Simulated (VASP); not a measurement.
# InAs (I-4m2) in VASP: single point with PBE

Aim: the single point of InAs with PBE.

All numbers are computed with VASP 6.6.1; they aren't measurements. Logs are shortened: lines on timing, memory, paths and dates and some standing lists are left out, and cuts for length are marked.

### 1 The cell of the first run

Symmetry: I-4m2, No. 119, tetragonal system. The conventional cell has a = 4.284 Å, b = 4.284 Å, c = 6.120 Å, α = 90.00°, β = 90.00°, γ = 90.00°. In (site symmetry -4m2) has 4 As at 2.63 Å within 3.5 Å. Within 3.5 Å of As (site symmetry -4m2) lie 4 In at 2.63 Å.

### 2 Single point, PBE

File INCAR:

```
SYSTEM = InAs
PREC = Accurate ; ENCUT = 520
EDIFF = 1E-6 ; ISMEAR = 0
SIGMA = 0.01 ; LREAL = .False.
LASPH = .True. ; NELM = 60
ALGO = Normal ; ISIF = 2
LWAVE = .False. ; LCHARG = .False.
GGA = PE ; NBANDS = 26
```

File KPOINTS:

```
Automatic mesh
0
Gamma
  8 8 6
  0 0 0
```

File POSCAR:

```
InAs
1.0
    4.2836528804      0.0000000000      0.0000000000
    0.0000000000      4.2836528804      0.0000000000
    0.0000000000      0.0000000000      6.1200000000
In As
2 2
Direct
    0.0000000000      0.0000000000      0.0000000000
    0.5000000000      0.5000000000      0.5000000000
    0.5000000000      0.0000000000      0.2500000000
    0.0000000000      0.5000000000      0.7500000000
```

Potentials or basis: VASP PAW PBE potentials, release 64 (In_d, As).

On the command line:

```
$ cat potpaw_PBE.64/In_d/POTCAR potpaw_PBE.64/As/POTCAR > POTCAR
$ mpirun -np 1 vasp_std > vasp.out
```

OUTCAR:

```text
SYSTEM = InAs
   PREC = Accurate
   ENCUT = 520
   EDIFF = 1E-6
   ISMEAR = 0
   LREAL = .False.
   LASPH = .True.
   NELM = 60
   ISIF = 2
   GGA = PE

 ion  position               nearest neighbor table
   1  0.000  0.000  0.000-   3 2.63   4 2.63   4 2.63   3 2.63
   2  0.500  0.500  0.500-   3 2.63   4 2.63   3 2.63   4 2.63
   3  0.500  0.000  0.250-   1 2.63   2 2.63   2 2.63   1 2.63
   4  0.000  0.500  0.750-   1 2.63   2 2.63   1 2.63   2 2.63

  LATTYP: Found a simple tetragonal cell.
 ALAT       =     4.2836528804
 C/A-ratio  =     1.4286871908

  Lattice vectors:

 A1 = (   4.2836528804,   0.0000000000,   0.0000000000)
 A2 = (   0.0000000000,   4.2836528804,   0.0000000000)
 A3 = (   0.0000000000,   0.0000000000,   6.1200000000)

Analysis of symmetry for initial positions (statically):
=====================================================================
 Subroutine PRICEL returns following result:

  LATTYP: Found a body centered tetragonal cell.
 ALAT       =     4.2836528804
 C/A-ratio  =     1.4286871908

  Lattice vectors:

 A1 = (   2.1418264402,  -2.1418264402,  -3.0600000000)
 A2 = (  -2.1418264402,   2.1418264402,  -3.0600000000)
 A3 = (   2.1418264402,   2.1418264402,   3.0600000000)

   2 primitive cells build up your supercell.

 Routine SETGRP: Setting up the symmetry group for a
 simple tetragonal supercell.

 Subroutine GETGRP returns: Found  8 space group operations
 (whereof  8 operations were pure point group operations)
 out of a pool of 16 trial point group operations.

The static configuration has the point symmetry D_2d.

Analysis of symmetry for dynamics (positions and initial velocities):
=====================================================================
 Subroutine PRICEL returns following result:

  LATTYP: Found a body centered tetragonal cell.
 ALAT       =     4.2836528804
 C/A-ratio  =     1.4286871908

  Lattice vectors:

 A1 = (   2.1418264402,  -2.1418264402,  -3.0600000000)
 A2 = (  -2.1418264402,   2.1418264402,  -3.0600000000)
 A3 = (   2.1418264402,   2.1418264402,   3.0600000000)

   2 primitive cells build up your supercell.

 Routine SETGRP: Setting up the symmetry group for a
 simple tetragonal supercell.

 Subroutine GETGRP returns: Found  8 space group operations
 (whereof  8 operations were pure point group operations)
 out of a pool of 16 trial point group operations.

The dynamic configuration has the point symmetry D_2d.

 Subroutine INISYM returns: Found  8 space group operations
 (whereof  8 operations are pure point group operations),
 and found     2 'primitive' translations

----------------------------------------------------------------------------------------

                                     Primitive cell

  volume of cell :      56.1500

  direct lattice vectors                    reciprocal lattice vectors
     2.141826440 -2.141826440 -3.060000000     0.233445619  0.000000000 -0.163398693
    -2.141826440  2.141826440 -3.060000000     0.000000000  0.233445619 -0.163398693
     2.141826440  2.141826440  3.060000000     0.233445619  0.233445619  0.000000000

  length of vectors
     4.305628990  4.305628990  4.305628990     0.284949101  0.284949101  0.330141961

  position of ions in fractional coordinates (direct lattice)
     0.000000000  0.000000000  0.000000000
     0.250000000  0.750000000  0.500000000

  ion indices of the primitive-cell ions
   primitive index   ion index
                 1           1
                 2           3

----------------------------------------------------------------------------------------

 KPOINTS: Automatic mesh

Automatic generation of k-mesh.
 Grid dimensions read from file:
 generate k-points for:    8    8    6

 Generating k-lattice:

  Cartesian coordinates                     Fractional coordinates (reciprocal lattice)
     0.029180702  0.000000000  0.000000000     0.125000000  0.000000000  0.000000000
     0.000000000  0.029180702  0.000000000     0.000000000  0.125000000  0.000000000
     0.000000000  0.000000000  0.027233115     0.000000000  0.000000000  0.166666667

  Length of vectors
     0.029180702  0.029180702  0.027233115

  Shift w.r.t. Gamma in fractional coordinates (k-lattice)
     0.000000000  0.000000000  0.000000000

 Subroutine IBZKPT returns following result:
 ===========================================

 Found     60 irreducible k-points:

 Following reciprocal coordinates:
            Coordinates               Weight
  0.000000  0.000000  0.000000      1.000000
  0.125000  0.000000  0.000000      4.000000
  0.250000  0.000000  0.000000      4.000000
  0.375000  0.000000  0.000000      4.000000
  0.500000  0.000000  0.000000      2.000000
  0.125000  0.125000  0.000000      4.000000
[... 16 lines left out ...]
  0.375000  0.125000  0.166667     16.000000
  0.500000  0.125000  0.166667      8.000000
 [... further k-points ...]
   k-points           NKPTS =     60   k-points in BZ     NKDIM =     60   number of bands    NBANDS=     26
   number of dos      NEDOS =    301   number of ions     NIONS =      4
   total plane-waves  NPLWV =  49152
   dimension x,y,z NGX =    32 NGY =   32 NGZ =   48
   dimension x,y,z NGXF=    64 NGYF=   64 NGZF=   96
   ions per type =               2   2
   NGX,Y,Z   is equivalent  to a cutoff of  12.42, 12.42, 13.04 a.u.
   NGXF,Y,Z  is equivalent  to a cutoff of  24.84, 24.84, 26.08 a.u.
 SYSTEM =  InAs
   PREC   = accura    normal or accurate (medium, high low for compatibility)
   ISTART =      0    job   : 0-new  1-cont  2-samecut
   ICHARG =      2    charge: 1-file 2-atom 10-const
   ISPIN  =      1    spin polarized calculation?
   LNONCOLLINEAR =      F non collinear calculations
   LSORBIT =      F    spin-orbit coupling
   LASPH  =      T    aspherical Exc in radial PAW
   ENCUT  =  520.0 eV  38.22 Ry    6.18 a.u.   7.96  7.96 11.38*2*pi/ulx,y,z
   NELM   =     60;   NELMIN=  2; NELMDL= -5     # of ELM steps
   EDIFF  = 0.1E-05   stopping-criterion for ELM
   LREAL  =      F    real-space projection
   EDIFFG = 0.1E-04   stopping-criterion for IOM
   NSW    =      0    number of steps for IOM
   IBRION =     -1    ionic relax: 0-MD 1-quasi-New 2-CG
   NFREE  =      0    steps in history (QN), initial steepest desc. (CG)
   ISIF   =      2    stress and relaxation
   ISYM   =      2    0-nonsym 1-usesym 2-fastsym
   POTIM  = 0.5000    time-step for ionic-motion
   TEBEG  =    0.0;   TEEND  =   0.0 temperature during run
   PSTRESS=    0.0 pullay stress
   NELECT =      36.0000    total number of electrons
   NUPDOWN=      -1.0000    fix difference up-down
   EMIN   =  10.00;   EMAX   =-10.00  energy-range for DOS
   EFERMI =   0.00;   METHOD = LEGACY
   ISMEAR =     0;   SIGMA  =   0.01  broadening in eV -4-tet -1-fermi 0-gaus
   EFERMI_NEDOS =   21; number of points for ismear=-14 and -15
   IALGO  =     38    algorithm
   IMIX   =      4    mixing-type and parameters
     AMIX     =   0.40;   BMIX     =  1.00
     AMIX_MAG =   1.60;   BMIX_MAG =  1.00
  volume/ion in A,a.u.               =      28.08       189.46
  Fermi-wavevector in a.u.,A,eV,Ry     =   1.120424  2.117294 17.080068  1.255350
  Thomas-Fermi vector in A             =   2.257070
   LORBIT       =      0    0 simple, 1 ext, 2 COOP (PROOUT), +10 PAW based schemes
   GGA     = PE    functional components
   LHFCALC =     F    Hartree Fock is set to
   AEXX    =    0.0000 exact exchange contribution
   IVDW    =     0    specifies the selected vdW correction
   LEPSILON=     F    determine dielectric tensor
   LRPA    =     F    only Hartree local field effects (RPA)
 non-spin polarized calculation
 Gauss-broadening in eV      SIGMA  =   0.01
  energy-cutoff  :      520.00
  volume of cell :      112.30
 maximum number of plane-waves:      3060
 NGX is ok and might be reduce to    32
   NGX = 15   NGY = 15   NGZ = 23

 number of electron      36.0000014 magnetization

 Free energy of the ion-electron system (eV)
  ---------------------------------------------------
  ext. energy  EPLUGINS =         0.00000000
  ---------------------------------------------------
  free energy    TOTEN  =       -15.38063578 eV

  energy without entropy =      -15.38060640  energy(sigma->0) =      -15.38062109

 E-fermi :   4.3667     XC(G=0):  -9.0250

 val. band max:        4.3171526041   @ k =   0.0000   0.0000   0.0000
 cond. band min:       4.3667057678   @ k =   0.0000   0.0000   0.0000
 fundamental gap:      0.0495531638
 Fermi energy:         4.3667057677

 k-point     1 :       0.0000    0.0000    0.0000
  band No.  band energies     occupation
      1     -10.1813      2.00000
      2     -10.0121      2.00000
      3     -10.0086      2.00000
      4     -10.0086      2.00000
      5      -9.9324      2.00000
      6      -9.9324      2.00000
[... 18 lines left out ...]
     25      11.8056      0.00000
     26      13.3939      0.00000

 k-point     2 :       0.1250    0.0000    0.0000
  band No.  band energies     occupation
      1     -10.1756      2.00000
      2     -10.0223      2.00000
      3     -10.0066      2.00000
      4     -10.0055      2.00000
      5      -9.9403      2.00000
      6      -9.9351      2.00000
[... 18 lines left out ...]
     25      12.4205      0.00000
     26      12.5002      0.00000

 k-point     3 :       0.2500    0.0000    0.0000
  band No.  band energies     occupation
      1     -10.1616      2.00000
      2     -10.0555      2.00000
      3      -9.9970      2.00000
      4      -9.9942      2.00000
      5      -9.9547      2.00000
      6      -9.9431      2.00000
[... 572 lines left out ...]
 k-point    23 :       0.3750    0.1250    0.1667
  band No.  band energies     occupation
      1     -10.1448      2.00000
      2     -10.1078      2.00000
      3      -9.9793      2.00000
      4      -9.9751      2.00000
      5      -9.9697      2.00000
      6      -9.9538      2.00000
[... 18 lines left out ...]
     25      10.0164      0.00000
     26      11.5958      0.00000

 k-point    24 :       0.5000    0.1250    0.1667
  band No.  band energies     occupation
      1     -10.1313      2.00000
      2     -10.1313      2.00000
      3      -9.9734      2.00000
      4      -9.9734      2.00000
      5      -9.9643      2.00000
      6      -9.9643      2.00000
[... 18 lines left out ...]
     25      10.6582      0.00000
     26      10.6582      0.00000

 [... further k-points ...]

------------------------ aborting loop because EDIFF is reached ----------------------------------------

  FORCE on cell =-STRESS in cart. coord.  units (eV):
  Direction    XX          YY          ZZ          XY          YZ          ZX
  --------------------------------------------------------------------------------------
  -------------------------------------------------------------------------------------
  Total        2.1686587      2.1686587      1.9198437      0.0000000      0.0000000      0.0000000
  in kB       30.9401077     30.9401077     27.3902817      0.0000000      0.0000000      0.0000000
  external PRESSURE =      29.7568324 kB  Pullay stress =       0.0000000 kB

 VOLUME and BASIS-vectors are now :
 -----------------------------------------------------------------------------
  energy-cutoff  :      520.00
  volume of cell :      112.30
      direct lattice vectors                 reciprocal lattice vectors
     4.283652880  0.000000000  0.000000000     0.233445619  0.000000000  0.000000000
     0.000000000  4.283652880  0.000000000     0.000000000  0.233445619  0.000000000
     0.000000000  0.000000000  6.120000000     0.000000000  0.000000000  0.163398693

 POSITION                                       TOTAL-FORCE (eV/Angst)
 -----------------------------------------------------------------------------------
      0.00000      0.00000      0.00000         0.000000     -0.000000     -0.000000
      2.14183      2.14183      3.06000        -0.000000     -0.000000     -0.000000
      2.14183      0.00000      1.53000        -0.000000      0.000000      0.000000
      0.00000      2.14183      4.59000        -0.000000      0.000000      0.000000
 -----------------------------------------------------------------------------------
    total drift:                                0.000000      0.000000     -0.000000

  FREE ENERGIE OF THE ION-ELECTRON SYSTEM (eV)
  ---------------------------------------------------
  free  energy   TOTEN  =       -15.3806357825 eV

  energy  without entropy=      -15.3806063977  energy(sigma->0) =      -15.38062109
```

It took 100 s on 1 thread of Intel Xeon Platinum 8259CL at 2.50GHz (Skylake/Cascade Lake), shared host; peak memory 0.3 GiB.

What came out:

| Quantity | Value |
| --- | --- |
| Free energy | -15.3806 eV |
| Pressure | 3.0 GPa |
| Band gap on the k mesh | zero (filled and empty bands touch) |

Stress tensor (GPa, compression positive):
```
3.09 0.00 0.00
0.00 3.09 0.00
0.00 0.00 2.74
```

Caveat: spin-orbit coupling is left out, which moves the levels of the heavy elements.
